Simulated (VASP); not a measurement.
# K (Fm-3m) in VASP: a series of runs, part 2 of 2

VASP 6.6.1. Earlier steps stand in the parts before.

### 4 Single point, PBEsol (79.88 Å³/atom)

This run uses another cell than the first one, of 79.88 Å³/atom.

INCAR

```
PREC = Accurate
ENCUT = 520
EDIFF = 1E-6
ISMEAR = -1
SIGMA = 0.1
LREAL = F
LASPH = T
NELM = 80
ALGO = Normal
ISIF = 2
LWAVE = F
LCHARG = F
GGA = PS
NBANDS = 10
```

KPOINTS

```
regular mesh
0
Gamma
  9 9 9
```

POSCAR

```
K
1.0
    0.0000000000      3.4182642942      3.4182642942
    3.4182642942      0.0000000000      3.4182642942
    3.4182642942      3.4182642942      0.0000000000
K
1
Direct
    0.0000000000      0.0000000000      0.0000000000
```

Potentials or basis: VASP PAW PBE potentials, release 64 (K_sv).

Run with:

```
$ cat potpaw_PBE.64/K_sv/POTCAR > POTCAR
$ mpirun -np 1 vasp_std > vasp.out
```

OUTCAR:

```text
PREC = Accurate
   ENCUT = 520
   EDIFF = 1E-6
   ISMEAR = -1
   LREAL = F
   LASPH = T
   NELM = 80
   ISIF = 2
   GGA = PS

 ion  position               nearest neighbor table
   1  0.000  0.000  0.000-

  LATTYP: Found a face centered cubic cell.
 ALAT       =     6.8365285884

  Lattice vectors:

 A1 = (   0.0000000000,   3.4182642942,   3.4182642942)
 A2 = (   3.4182642942,   0.0000000000,   3.4182642942)
 A3 = (   3.4182642942,   3.4182642942,   0.0000000000)

Analysis of symmetry for initial positions (statically):
=====================================================================
 Subroutine PRICEL returns:
 Original cell was already a primitive cell.

 Routine SETGRP: Setting up the symmetry group for a
 face centered cubic supercell.

 Subroutine GETGRP returns: Found 48 space group operations
 (whereof 48 operations were pure point group operations)
 out of a pool of 48 trial point group operations.

The static configuration has the point symmetry O_h .

Analysis of symmetry for dynamics (positions and initial velocities):
=====================================================================
 Subroutine PRICEL returns:
 Original cell was already a primitive cell.

 Routine SETGRP: Setting up the symmetry group for a
 face centered cubic supercell.

 Subroutine GETGRP returns: Found 48 space group operations
 (whereof 48 operations were pure point group operations)
 out of a pool of 48 trial point group operations.

The dynamic configuration has the point symmetry O_h .

 Subroutine INISYM returns: Found 48 space group operations
 (whereof 48 operations are pure point group operations),
 and found     1 'primitive' translations

----------------------------------------------------------------------------------------

                                     Primitive cell

  volume of cell :      79.8816

[... 109 lines left out ...]
  Thomas-Fermi vector in A             =   1.896083
   LORBIT       =      0    0 simple, 1 ext, 2 COOP (PROOUT), +10 PAW based schemes
   GGA     = PS    functional components
   LHFCALC =     F    Hartree Fock is set to
   AEXX    =    0.0000 exact exchange contribution
   IVDW    =     0    specifies the selected vdW correction
   LEPSILON=     F    determine dielectric tensor
   LRPA    =     F    only Hartree local field effects (RPA)
 non-spin polarized calculation
  energy-cutoff  :      520.00
  volume of cell :       79.88
 maximum number of plane-waves:      2171
   NGX = 17   NGY = 17   NGZ = 17

 number of electron       9.0000001 magnetization

 Free energy of the ion-electron system (eV)
  ---------------------------------------------------
  ext. energy  EPLUGINS =         0.00000000
  ---------------------------------------------------
  free energy    TOTEN  =        -1.13655046 eV

  energy without entropy =       -1.10996126  energy(sigma->0) =       -1.12325586

 E-fermi :  -0.3119     XC(G=0):  -5.4949

 val. band max:       -0.3927819712   @ k =   0.4444   0.0000   0.0000
 cond. band min:      -0.2696644060   @ k =   0.4444   0.3333   0.0000
 fundamental gap:      0.1231175652
 Fermi energy:        -0.3118645654

 k-point     1 :       0.0000    0.0000    0.0000
  band No.  band energies     occupation
      1     -32.3804      2.00000
      2     -15.8956      2.00000
      3     -15.8956      2.00000
      4     -15.8956      2.00000
      5      -2.3776      2.00000
      6       3.7981      0.00000
      7       3.7981      0.00000
      8       3.7981      0.00000
      9       4.9979      0.00000
     10       4.9979      0.00000
[... 287 lines left out ...]
 k-point    24 :       0.4444    0.4444    0.0000
  band No.  band energies     occupation
      1     -32.3772      2.00000
      2     -15.9413      2.00000
      3     -15.9135      2.00000
      4     -15.9135      2.00000
      5       0.1826      0.01415
      6       1.3682      0.00000
      7       2.0385      0.00000
      8       4.2566      0.00000
      9       4.2566      0.00000
     10       4.9845      0.00000

 [... further k-points ...]

------------------------ aborting loop because EDIFF is reached ----------------------------------------

  FORCE on cell =-STRESS in cart. coord.  units (eV):
  Direction    XX          YY          ZZ          XY          YZ          ZX
  --------------------------------------------------------------------------------------
  -------------------------------------------------------------------------------------
  Total       -0.1726601     -0.1726601     -0.1726601     -0.0000000     -0.0000000      0.0000000
  in kB       -3.4630246     -3.4630246     -3.4630246     -0.0000000     -0.0000000      0.0000000
  external PRESSURE =      -3.4630246 kB  Pullay stress =       0.0000000 kB

 VOLUME and BASIS-vectors are now :
 -----------------------------------------------------------------------------
  energy-cutoff  :      520.00
  volume of cell :       79.88
      direct lattice vectors                 reciprocal lattice vectors
     0.000000000  3.418264294  3.418264294    -0.146273066  0.146273066  0.146273066
     3.418264294  0.000000000  3.418264294     0.146273066 -0.146273066  0.146273066
     3.418264294  3.418264294  0.000000000     0.146273066  0.146273066 -0.146273066

 POSITION                                       TOTAL-FORCE (eV/Angst)
 -----------------------------------------------------------------------------------
      0.00000      0.00000      0.00000         0.000000     -0.000000     -0.000000
 -----------------------------------------------------------------------------------
    total drift:                               -0.000000      0.000000      0.000000

  FREE ENERGIE OF THE ION-ELECTRON SYSTEM (eV)
  ---------------------------------------------------
  free  energy   TOTEN  =        -1.1365504594 eV

  energy  without entropy=       -1.1099612557  energy(sigma->0) =       -1.12325586
```

OSZICAR:

```text
N       E                     dE             d eps       ncg     rms          rms(c)
DAV:   1     0.463395014471E+02    0.46340E+02   -0.34256E+03   700   0.671E+02
DAV:   2     0.483008603178E+00   -0.45856E+02   -0.45289E+02   748   0.192E+02
DAV:   3    -0.109282633169E+01   -0.15758E+01   -0.15698E+01  1120   0.282E+01
DAV:   4    -0.113722244428E+01   -0.44396E-01   -0.44211E-01   924   0.372E+00
DAV:   5    -0.113807139558E+01   -0.84895E-03   -0.84881E-03  1114   0.398E-01    0.173E+00
DAV:   6    -0.113679391362E+01    0.12775E-02   -0.28243E-03  1048   0.353E-01    0.112E+00
DAV:   7    -0.113650656465E+01    0.28735E-03   -0.53196E-03   994   0.457E-01    0.767E-02
DAV:   8    -0.113653661657E+01   -0.30052E-04   -0.37783E-04   982   0.209E-01    0.273E-02
DAV:   9    -0.113655245458E+01   -0.15838E-04   -0.19802E-05   844   0.404E-02    0.149E-02
DAV:  10    -0.113655074240E+01    0.17122E-05   -0.56448E-06   928   0.189E-02    0.273E-03
DAV:  11    -0.113655045939E+01    0.28301E-06   -0.12933E-07   522   0.302E-03
   1 F= -.11365505E+01 E0= -.11232559E+01  d E =-.265892E-01
```

stdout:

```text
POSCAR found type information on POSCAR K
 POSCAR found :  1 types and       1 ions
 scaLAPACK will be used
 -----------------------------------------------------------------------------
|                                                                             |
|                                                                             |
|     You enforced a specific xc type in the INCAR file but a different       |
|     I HOPE YOU KNOW WHAT YOU ARE DOING!                                     |
|                                                                             |
 -----------------------------------------------------------------------------

 LDA part: xc-table for (Slater+PW92), standard interpolation
 POSCAR, INCAR and KPOINTS ok, starting setup
 FFT: planning ... GRIDC
 FFT: planning ... GRID_SOFT
 FFT: planning ... GRID
 WAVECAR not read
 entering main loop
```

Run time: 51 s. Hardware: 1 thread of Intel Xeon 8259CL, shared host; peak memory 0.2 GiB.

What came out:

| Item | Value |
| --- | --- |
| Free energy | -1.1366 eV |
| Pressure | -0.3 GPa |
| Band gap on the k mesh | zero (an odd number of electrons rules out a gap without spin polarisation) |

Caveat: the PAW data sets were made with another functional, which shifts forces and pressure a little.

### 5 Single point, PBEsol

This run uses another cell than the first one, of 71.32 Å³/atom.

INCAR

```
SYSTEM = K
PREC = Accurate
ENCUT = 520
EDIFF = 1E-7
ISMEAR = -1
SIGMA = 0.1
LREAL = .FALSE.
LASPH = .TRUE.
NELM = 80
ALGO = Normal
ISIF = 2
LWAVE = .FALSE.
LCHARG = .FALSE.
GGA = PS
NBANDS = 10
```

KPOINTS

```
Automatic mesh
0
G
  14 14 14
  0 0 0
```

POSCAR

```
K
1.0
    0.0000000000      3.2915437429      3.2915437429
    3.2915437429      0.0000000000      3.2915437429
    3.2915437429      3.2915437429      0.0000000000
K
1
Direct
    0.0000000000      0.0000000000      0.0000000000
```

Run with:

```
$ cat potpaw_PBE.64/K_sv/POTCAR > POTCAR
$ mpirun -np 1 vasp_std > vasp.out
```

It took 1.8 min on 1 thread of Intel Xeon 8259CL, shared host; peak memory 0.24 GiB.

Results (log left out):

* Free energy: -1.1464 eV
* Pressure: 0.0 GPa
* Band gap on the k mesh: zero (an odd number of electrons rules out a gap without spin polarisation)

Levels at points of the mesh, in eV from the Fermi level:
```
           k point  band 3  band 4  band 5  band 6  band 7  band 8
(0.00, 0.00, 0.00)  -15.48  -15.48   -2.21    4.24    4.24    4.24
(0.50, 0.00, 0.00)  -15.49  -15.49    0.32    0.56    4.02    4.02
(0.50, 0.50, 0.00)  -15.51  -15.51    0.90    1.41    2.33    5.02
```

Caveat: the PAW data sets were made with another functional, which shifts forces and pressure a little.

### 6 Overview

```csv
cell,k mesh,gap on the mesh (eV),pressure (GPa)
"a = 4.716 Å, angles 60.0°, 1 atom",9 × 9 × 9,none,-0.1
"a = 4.776 Å, angles 60.0°, 1 atom",9 × 9 × 9,none,-0.3
"a = 4.834 Å, angles 60.0°, 1 atom",9 × 9 × 9,none,-0.3
"a = 4.655 Å, angles 60.0°, 1 atom",14 × 14 × 14,none,0.0
```

Alike in all rows: task single point; level PBEsol; potentials or basis VASP PAW PBE potentials, release 64 (K_sv); no spin polarisation; cutoff (eV) 520; smearing fermi-dirac 0.1 eV.

Caveats: the PAW data sets were made with another functional, which shifts forces and pressure a little.

Absolute energies hang on the potentials; compare differences alone.
